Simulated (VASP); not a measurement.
# Lu3N2 (P-6m2) in VASP: notebook

Lu3N2 is run at these levels: PBE; tasks: single point.

Everything below comes from runs of VASP 6.6.1. Logs are shortened: lines on timing, memory, paths and dates and some standing lists are left out, and cuts for length are marked.

### 1 The cell of the first run

Symmetry: P-6m2, No. 187, hexagonal system. The conventional cell has a = 3.565 Å, b = 3.565 Å, c = 8.777 Å, α = 90.00°, β = 90.00°, γ = 120.00°. Within 3.3 Å of Lu (site symmetry 3m) lie 3 N at 2.52 Å and 1 Lu at 2.91 Å. Lu (site symmetry -6m2) has 3 N at 2.06 Å within 2.7 Å. N (site symmetry -6m2) has 6 Lu at 2.52 Å within 3.3 Å. N (site symmetry -6m2) has 3 Lu at 2.06 Å within 2.7 Å.

The cell was built from a structure type or drawn by symmetry, and may not be a known phase.

### 2 Single point, PBE

Contents of INCAR:

```
PREC = Accurate
ENCUT = 600
EDIFF = 1E-6
ISMEAR = 0
SIGMA = 0.1
LREAL = False
LASPH = True
NELM = 120
ALGO = Normal
ISIF = 2
LWAVE = False
LCHARG = True
GGA = PE
LELF = True
LVHAR = True
NBANDS = 50
GGA_COMPAT = False
```

Contents of KPOINTS:

```
Automatic mesh
0
Gamma
  6 6 4
```

Contents of POSCAR:

```
Lu3N2
1.0
    3.5646951947      0.0000000000      0.0000000000
   -1.7823475973      3.0871165953      0.0000000000
    0.0000000000      0.0000000000      8.7768623407
Lu N
3 2
Direct
    0.6666666667      0.3333333333      0.1656512316
    0.6666666667      0.3333333333      0.8343487684
    0.0000000000      0.0000000000      0.5000000000
    0.0000000000      0.0000000000      0.0000000000
    0.3333333333      0.6666666667      0.5000000000
```

Potentials or basis: VASP PAW PBE potentials, release 64 (Lu, N).

Run with:

```console
$ cat potpaw_PBE.64/Lu/POTCAR potpaw_PBE.64/N/POTCAR > POTCAR
$ mpirun -np 1 vasp_std > vasp.out
```

OUTCAR:

```text
PREC = Accurate
   ENCUT = 600
   EDIFF = 1E-6
   ISMEAR = 0
   LREAL = False
   LASPH = True
   NELM = 120
   ISIF = 2
   GGA = PE

 ion  position               nearest neighbor table
   1  0.667  0.333  0.166-   4 2.52   4 2.52   4 2.52   2 2.91   3 3.58   3 3.58   3 3.58
   2  0.667  0.333  0.834-   4 2.52   4 2.52   4 2.52   1 2.91   3 3.58   3 3.58   3 3.58
   3  0.000  0.000  0.500-   5 2.06   5 2.06   5 2.06   1 3.58   2 3.58   2 3.58   1 3.58   2 3.58
                             1 3.58
   4  0.000  0.000  0.000-   1 2.52   2 2.52   1 2.52   2 2.52   1 2.52   2 2.52
   5  0.333  0.667  0.500-   3 2.06   3 2.06   3 2.06

  LATTYP: Found a hexagonal cell.
 ALAT       =     3.5646951947
 C/A-ratio  =     2.4621634842

  Lattice vectors:

 A1 = (   3.5646951947,   0.0000000000,   0.0000000000)
 A2 = (  -1.7823475973,   3.0871165953,   0.0000000000)
 A3 = (   0.0000000000,   0.0000000000,   8.7768623407)

Analysis of symmetry for initial positions (statically):
=====================================================================
 Subroutine PRICEL returns:
 Original cell was already a primitive cell.

 Routine SETGRP: Setting up the symmetry group for a
 hexagonal supercell.

 Subroutine GETGRP returns: Found 12 space group operations
 (whereof 12 operations were pure point group operations)
 out of a pool of 24 trial point group operations.

The static configuration has the point symmetry D_3h.

Analysis of symmetry for dynamics (positions and initial velocities):
=====================================================================
 Subroutine PRICEL returns:
 Original cell was already a primitive cell.

 Routine SETGRP: Setting up the symmetry group for a
 hexagonal supercell.

 Subroutine GETGRP returns: Found 12 space group operations
 (whereof 12 operations were pure point group operations)
 out of a pool of 24 trial point group operations.

The dynamic configuration has the point symmetry D_3h.

 Subroutine INISYM returns: Found 12 space group operations
 (whereof 12 operations are pure point group operations),
 and found     1 'primitive' translations

----------------------------------------------------------------------------------------

                                     Primitive cell

  volume of cell :      96.5861

[... 89 lines left out ...]
   NELM   =    120;   NELMIN=  2; NELMDL= -5     # of ELM steps
   EDIFF  = 0.1E-05   stopping-criterion for ELM
   LREAL  =      F    real-space projection
   EDIFFG = 0.1E-04   stopping-criterion for IOM
   NSW    =      0    number of steps for IOM
   IBRION =     -1    ionic relax: 0-MD 1-quasi-New 2-CG
   NFREE  =      0    steps in history (QN), initial steepest desc. (CG)
   ISIF   =      2    stress and relaxation
   ISYM   =      2    0-nonsym 1-usesym 2-fastsym
   POTIM  = 0.5000    time-step for ionic-motion
   TEBEG  =    0.0;   TEEND  =   0.0 temperature during run
   PSTRESS=    0.0 pullay stress
   NELECT =      85.0000    total number of electrons
   NUPDOWN=      -1.0000    fix difference up-down
   EMIN   =  10.00;   EMAX   =-10.00  energy-range for DOS
   EFERMI =   0.00;   METHOD = LEGACY
   ISMEAR =     0;   SIGMA  =   0.10  broadening in eV -4-tet -1-fermi 0-gaus
   EFERMI_NEDOS =   21; number of points for ismear=-14 and -15
   IALGO  =     38    algorithm
   IMIX   =      4    mixing-type and parameters
     AMIX     =   0.40;   BMIX     =  1.00
     AMIX_MAG =   1.60;   BMIX_MAG =  1.00
  volume/ion in A,a.u.               =      19.32       130.36
  Fermi-wavevector in a.u.,A,eV,Ry     =   1.568831  2.964661 33.487088  2.461232
  Thomas-Fermi vector in A             =   2.670804
   LORBIT       =      0    0 simple, 1 ext, 2 COOP (PROOUT), +10 PAW based schemes
   GGA     = PE    functional components
   LHFCALC =     F    Hartree Fock is set to
   AEXX    =    0.0000 exact exchange contribution
   IVDW    =     0    specifies the selected vdW correction
   LEPSILON=     F    determine dielectric tensor
   LRPA    =     F    only Hartree local field effects (RPA)
 non-spin polarized calculation
 Gauss-broadening in eV      SIGMA  =   0.10
  energy-cutoff  :      600.00
  volume of cell :       96.59
 maximum number of plane-waves:      3256
   NGX = 15   NGY = 15   NGZ = 35

 number of electron      85.0000001 magnetization

 Free energy of the ion-electron system (eV)
  ---------------------------------------------------
  ext. energy  EPLUGINS =         0.00000000
  ---------------------------------------------------
  free energy    TOTEN  =       -32.88180058 eV

  energy without entropy =      -32.85428670  energy(sigma->0) =      -32.86804364

 E-fermi :   3.1789     XC(G=0): -10.9589

 val. band max:        3.1660306744   @ k =   0.5000   0.0000   0.0000
 cond. band min:       3.2005907905   @ k =   0.3333   0.1667   0.2500
 fundamental gap:      0.0345601161
 Fermi energy:         3.1789276361

 k-point     1 :       0.0000    0.0000    0.0000
  band No.  band energies     occupation
      1     -53.7534      2.00000
      2     -53.7097      2.00000
      3     -51.6506      2.00000
      4     -24.8093      2.00000
      5     -24.2849      2.00000
      6     -24.2849      2.00000
[... 1102 lines left out ...]
     49       6.3374      0.00000
     50       7.0097      0.00000

------------------------ aborting loop because EDIFF is reached ----------------------------------------

  FORCE on cell =-STRESS in cart. coord.  units (eV):
  Direction    XX          YY          ZZ          XY          YZ          ZX
  --------------------------------------------------------------------------------------
  -------------------------------------------------------------------------------------
  Total        0.4246660      0.4246660      0.0439792      0.0000000      0.0000000      0.0000000
  in kB        7.0443892      7.0443892      0.7295298      0.0000000      0.0000000      0.0000000
  external PRESSURE =       4.9394361 kB  Pullay stress =       0.0000000 kB

 VOLUME and BASIS-vectors are now :
 -----------------------------------------------------------------------------
  energy-cutoff  :      600.00
  volume of cell :       96.59
      direct lattice vectors                 reciprocal lattice vectors
     3.564695195  0.000000000  0.000000000     0.280528894  0.161963432  0.000000000
    -1.782347597  3.087116595  0.000000000     0.000000000  0.323926865  0.000000000
     0.000000000  0.000000000  8.776862341     0.000000000  0.000000000  0.113935933

 POSITION                                       TOTAL-FORCE (eV/Angst)
 -----------------------------------------------------------------------------------
      1.78235      1.02904      1.45390         0.000000     -0.000000      0.006215
      1.78235      1.02904      7.32296         0.000000     -0.000000     -0.006215
      0.00000      0.00000      4.38843        -0.000000     -0.000000      0.000000
      0.00000      0.00000      0.00000        -0.000000     -0.000000      0.000000
     -0.00000      2.05808      4.38843        -0.000000      0.000000      0.000000
 -----------------------------------------------------------------------------------
    total drift:                                0.000004     -0.000002      0.000000

  FREE ENERGIE OF THE ION-ELECTRON SYSTEM (eV)
  ---------------------------------------------------
  free  energy   TOTEN  =       -32.8818005818 eV

  energy  without entropy=      -32.8542866951  energy(sigma->0) =      -32.86804364
```

OSZICAR:

```text
N       E                     dE             d eps       ncg     rms          rms(c)
DAV:   1     0.921693483712E+03    0.92169E+03   -0.31294E+04  2952   0.603E+03
DAV:   2     0.121023592667E+03   -0.80067E+03   -0.76638E+03  2748   0.108E+03
DAV:   3    -0.182150531382E+02   -0.13924E+03   -0.13524E+03  2340   0.248E+02
DAV:   4    -0.388251427698E+02   -0.20610E+02   -0.20336E+02  2946   0.801E+01
DAV:   5    -0.405896599937E+02   -0.17645E+01   -0.17561E+01  3616   0.199E+01    0.184E+01
DAV:   6    -0.329799144316E+02    0.76097E+01   -0.46558E+01  3944   0.115E+02    0.836E+00
DAV:   7    -0.329680377700E+02    0.11877E-01   -0.91376E+00  3092   0.184E+01    0.494E+00
DAV:   8    -0.329579530729E+02    0.10085E-01   -0.27103E+00  3396   0.137E+01    0.213E+00
DAV:   9    -0.328709908722E+02    0.86962E-01   -0.70885E-01  3624   0.982E+00    0.686E-01
DAV:  10    -0.328815051745E+02   -0.10514E-01   -0.16155E-01  3016   0.203E+00    0.462E-01
DAV:  11    -0.328820825532E+02   -0.57738E-03   -0.31049E-02  3584   0.216E+00    0.140E-01
DAV:  12    -0.328816582202E+02    0.42433E-03   -0.53198E-03  3272   0.131E+00    0.486E-02
DAV:  13    -0.328818515043E+02   -0.19328E-03   -0.18905E-03  2952   0.236E-01    0.546E-02
DAV:  14    -0.328817934764E+02    0.58028E-04   -0.34925E-04  3222   0.196E-01    0.110E-02
DAV:  15    -0.328818001087E+02   -0.66323E-05   -0.60732E-05  2520   0.374E-02    0.358E-03
DAV:  16    -0.328818005818E+02   -0.47311E-06   -0.38845E-06  2204   0.136E-02
   1 F= -.32881801E+02 E0= -.32868044E+02  d E =-.275139E-01
```

stdout:

```text
POSCAR found type information on POSCAR LuN
 POSCAR found :  2 types and       5 ions
 scaLAPACK will be used
 LDA part: xc-table for (Slater+PW92), standard interpolation
 POSCAR, INCAR and KPOINTS ok, starting setup
 FFT: planning ... GRIDC
 FFT: planning ... GRID_SOFT
 FFT: planning ... GRID
 WAVECAR not read
 entering main loop
```

Run time: 5.3 min. Hardware: 1 thread of Intel Xeon 8259CL, shared host; peak memory 0.28 GiB.

Results:

- Free energy: -32.8818 eV
- Pressure: 0.5 GPa
- Largest force: 0.006 eV/Å
- Band gap on the k mesh: zero (an odd number of electrons rules out a gap without spin polarisation)

Forces on the atoms (eV/Å):
```
Lu   0.000  0.000  0.006
Lu   0.000  0.000 -0.006
Lu   0.000  0.000  0.000
N    0.000  0.000  0.000
N    0.000  0.000  0.000
```

Stress tensor (GPa, compression positive):
```
0.70 0.00 0.00
0.00 0.70 0.00
0.00 0.00 0.07
```

Levels at points of the mesh, in eV from the Fermi level:
```tsv
k point	band 41	band 42	band 43	band 44	band 45	band 46
(0.00, 0.00, 0.00)	-2.86	-2.71	-0.25	1.34	2.02	2.02
(0.50, 0.00, 0.00)	-1.32	-0.81	-0.01	0.26	0.96	1.11
(0.00, 0.00, 0.50)	-2.88	-1.29	-1.08	0.82	2.03	2.03
(0.50, 0.00, 0.50)	-1.32	-0.48	-0.23	0.27	0.47	1.67
```

Caveat: spin-orbit coupling is left out, which moves the levels of the heavy elements.

### 3 Single point, PBE

Contents of INCAR:

```
  ALGO = Normal
  EDIFF = 1E-6
  ENCUT = 600
  GGA = PE
  GGA_COMPAT = False
  ISIF = 2
  ISMEAR = 0
  LASPH = True
  LCHARG = False
  LREAL = False
  LWAVE = False
  NBANDS = 50
  NELM = 120
  PREC = Accurate
  SIGMA = 0.1
```

Contents of KPOINTS:

```
k-points
0
Gamma
  12 12 4
```

Contents of POSCAR:

```
Lu3N2
1.0
    3.5632318262      0.0000000000      0.0000000000
   -1.7816159131      3.0858492811      0.0000000000
    0.0000000000      0.0000000000      8.7988904514
Lu N
3 2
Direct
    0.6666666667      0.3333333333      0.1652191083
    0.6666666667      0.3333333333      0.8347808917
    0.0000000000      0.0000000000      0.5000000000
    0.0000000000      0.0000000000      0.0000000000
    0.3333333333      0.6666666667      0.5000000000
```

Potentials or basis: VASP PAW PBE potentials, release 64 (Lu, N).

Run with:

```console
$ cat potpaw_PBE.64/Lu/POTCAR potpaw_PBE.64/N/POTCAR > POTCAR
$ mpirun -np 1 vasp_std > vasp.out
```

OUTCAR:

```text
EDIFF = 1E-6
   ENCUT = 600
   GGA = PE
   ISIF = 2
   ISMEAR = 0
   LASPH = True
   LREAL = False
   NELM = 120
   PREC = Accurate

 ion  position               nearest neighbor table
   1  0.667  0.333  0.165-   4 2.52   4 2.52   4 2.52   2 2.91   3 3.59   3 3.59   3 3.59
   2  0.667  0.333  0.835-   4 2.52   4 2.52   4 2.52   1 2.91   3 3.59   3 3.59   3 3.59
   3  0.000  0.000  0.500-   5 2.06   5 2.06   5 2.06   1 3.59   2 3.59   2 3.59   1 3.59   2 3.59
                             1 3.59
   4  0.000  0.000  0.000-   1 2.52   2 2.52   1 2.52   2 2.52   1 2.52   2 2.52
   5  0.333  0.667  0.500-   3 2.06   3 2.06   3 2.06

  LATTYP: Found a hexagonal cell.
 ALAT       =     3.5632318262
 C/A-ratio  =     2.4693567190

  Lattice vectors:

 A1 = (   3.5632318262,   0.0000000000,   0.0000000000)
 A2 = (  -1.7816159131,   3.0858492811,   0.0000000000)
 A3 = (   0.0000000000,   0.0000000000,   8.7988904514)

Analysis of symmetry for initial positions (statically):
=====================================================================
 Subroutine PRICEL returns:
 Original cell was already a primitive cell.

 Routine SETGRP: Setting up the symmetry group for a
 hexagonal supercell.

 Subroutine GETGRP returns: Found 12 space group operations
 (whereof 12 operations were pure point group operations)
 out of a pool of 24 trial point group operations.

The static configuration has the point symmetry D_3h.

Analysis of symmetry for dynamics (positions and initial velocities):
=====================================================================
 Subroutine PRICEL returns:
 Original cell was already a primitive cell.

 Routine SETGRP: Setting up the symmetry group for a
 hexagonal supercell.

 Subroutine GETGRP returns: Found 12 space group operations
 (whereof 12 operations were pure point group operations)
 out of a pool of 24 trial point group operations.

[... 125 lines left out ...]
     AMIX     =   0.40;   BMIX     =  1.00
     AMIX_MAG =   1.60;   BMIX_MAG =  1.00
  volume/ion in A,a.u.               =      19.35       130.58
  Fermi-wavevector in a.u.,A,eV,Ry     =   1.567950  2.962996 33.449482  2.458468
  Thomas-Fermi vector in A             =   2.670054
   LORBIT       =      0    0 simple, 1 ext, 2 COOP (PROOUT), +10 PAW based schemes
   GGA     = PE    functional components
   LHFCALC =     F    Hartree Fock is set to
   AEXX    =    0.0000 exact exchange contribution
   IVDW    =     0    specifies the selected vdW correction
   LEPSILON=     F    determine dielectric tensor
   LRPA    =     F    only Hartree local field effects (RPA)
 non-spin polarized calculation
 Gauss-broadening in eV      SIGMA  =   0.10
  energy-cutoff  :      600.00
  volume of cell :       96.75
 maximum number of plane-waves:      3264
   NGX = 15   NGY = 15   NGZ = 35

 number of electron      85.0000003 magnetization

 Free energy of the ion-electron system (eV)
  ---------------------------------------------------
  ext. energy  EPLUGINS =         0.00000000
  ---------------------------------------------------
  free energy    TOTEN  =       -32.88470857 eV

  energy without entropy =      -32.85941888  energy(sigma->0) =      -32.87206373

 E-fermi :   3.1603     XC(G=0): -10.9488

 val. band max:        3.1472899981   @ k =   0.5000   0.0000   0.0000
 cond. band min:       3.1761569844   @ k =   0.4167   0.0833   0.0000
 fundamental gap:      0.0288669864
 Fermi energy:         3.1602518669

 k-point     1 :       0.0000    0.0000    0.0000
  band No.  band energies     occupation
      1     -53.7692      2.00000
      2     -53.7254      2.00000
      3     -51.6496      2.00000
      4     -24.8228      2.00000
      5     -24.3013      2.00000
      6     -24.3013      2.00000
[... 1261 lines left out ...]
     49       6.7801      0.00000
     50       7.1271      0.00000

 [... further k-points ...]

------------------------ aborting loop because EDIFF is reached ----------------------------------------

  FORCE on cell =-STRESS in cart. coord.  units (eV):
  Direction    XX          YY          ZZ          XY          YZ          ZX
  --------------------------------------------------------------------------------------
  -------------------------------------------------------------------------------------
  Total        0.4521994      0.4521994      0.0830598      0.0000000     -0.0000000      0.0000000
  in kB        7.4884840      7.4884840      1.3754812      0.0000000     -0.0000000      0.0000000
  external PRESSURE =       5.4508164 kB  Pullay stress =       0.0000000 kB

 VOLUME and BASIS-vectors are now :
 -----------------------------------------------------------------------------
  energy-cutoff  :      600.00
  volume of cell :       96.75
      direct lattice vectors                 reciprocal lattice vectors
     3.563231826  0.000000000  0.000000000     0.280644103  0.162029948  0.000000000
    -1.781615913  3.085849281  0.000000000     0.000000000  0.324059897  0.000000000
     0.000000000  0.000000000  8.798890451     0.000000000  0.000000000  0.113650693

 POSITION                                       TOTAL-FORCE (eV/Angst)
 -----------------------------------------------------------------------------------
      1.78162      1.02862      1.45374         0.000000     -0.000000      0.038668
      1.78162      1.02862      7.34515        -0.000000      0.000000     -0.038668
      0.00000      0.00000      4.39945        -0.000000      0.000000      0.000000
      0.00000      0.00000      0.00000        -0.000000      0.000000      0.000000
     -0.00000      2.05723      4.39945         0.000000     -0.000000      0.000000
 -----------------------------------------------------------------------------------
    total drift:                                0.000004     -0.000002      0.000000

  FREE ENERGIE OF THE ION-ELECTRON SYSTEM (eV)
  ---------------------------------------------------
  free  energy   TOTEN  =       -32.8847085707 eV

  energy  without entropy=      -32.8594188803  energy(sigma->0) =      -32.87206373
```

stdout:

```text
POSCAR found type information on POSCAR LuN
 POSCAR found :  2 types and       5 ions
 scaLAPACK will be used
 LDA part: xc-table for (Slater+PW92), standard interpolation
 POSCAR, INCAR and KPOINTS ok, starting setup
 FFT: planning ... GRIDC
 FFT: planning ... GRID_SOFT
 FFT: planning ... GRID
 WAVECAR not read
 entering main loop
```

Wall time 9.4 min (1 thread of Intel Xeon 8259CL, shared host); peak memory 0.42 GiB.

Results:

```yaml
Free_energy: -32.8847 eV
Pressure: 0.5 GPa
Largest_force: 0.039 eV/Å
Band_gap_on_the_k_mesh: zero (an odd number of electrons rules out a gap without spin polarisation)
```

Forces on the atoms (eV/Å):
```
Lu   0.000  0.000  0.039
Lu   0.000  0.000 -0.039
Lu   0.000  0.000  0.000
N    0.000  0.000  0.000
N    0.000  0.000  0.000
```

Stress tensor (GPa, compression positive):
```
0.75 0.00 0.00
0.00 0.75 0.00
0.00 0.00 0.14
```

Caveat: spin-orbit coupling is left out, which moves the levels of the heavy elements.
